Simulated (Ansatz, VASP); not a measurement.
# Two plane-wave programs on In

File INCAR:

```
PREC = Accurate
ENCUT = 500
EDIFF = 1E-6
ISMEAR = 0
SIGMA = 0.1
LREAL = False
LASPH = True
NELM = 120
ALGO = Normal
ISIF = 2
LWAVE = False
LCHARG = False
GGA = PS
NBANDS = 12
GGA_COMPAT = False
```

File KPOINTS:

```
Automatic mesh
0
Gamma
  8 8 8
```

File POSCAR:

```
In
1.0
   -1.6297352700      1.6297352700      2.4928993500
    1.6297352700     -1.6297352700      2.4928993500
    1.6297352700      1.6297352700     -2.4928993500
In
1
Direct
    0.0000000000      0.0000000000      0.0000000000
```

Input for Ansatz:

```yaml
crystal:
  lattice:
    - [-1.62973527, 1.62973527, 2.49289935]
    - [1.62973527, -1.62973527, 2.49289935]
    - [1.62973527, 1.62973527, -2.49289935]
  atoms:
    - { symbol: In, position: [0.0, 0.0, 0.0] }
basis:
  ecutwfc: 420
kpoints:
  mp_grid: { grid: [8, 8, 8] }
hamiltonian:
  xc: pbesol
scf:
  occupations: { method: gaussian, width: 0.1 }
output:
  forces: true
  stress: true
  eigenvalues: true
```

Alike in both runs: task single point; functional PBEsol; k mesh 8 × 8 × 8; occupations gaussian, width 0.1 eV; no spin polarisation.

|  | VASP | Ansatz |
| --- | --- | --- |
| version | VASP 6.6.1 | Ansatz 0.2.0 |
| potentials or method | VASP PAW PBE potentials, release 64 (In_d), cutoff 500 eV | scalar-relativistic, plane waves, PAW |
| valence electrons in the cell | 13 | 13 |

VASP gave:

```
gap on the k mesh at the Fermi level (eV)                     : none
pressure (GPa)                                                : -1.7
traceless stress, the component that is largest in VASP (GPa) : 2.57
```

Q: What did Ansatz give for the same quantities?

A: gap on the k mesh at the Fermi level (eV): none; pressure (GPa): -1.6; traceless stress, the component that is largest in VASP (GPa): 2.57.

VASP's potentials were made for PBE, not for PBEsol. A gap of «none» marks a metal or a gap that the smearing closes.
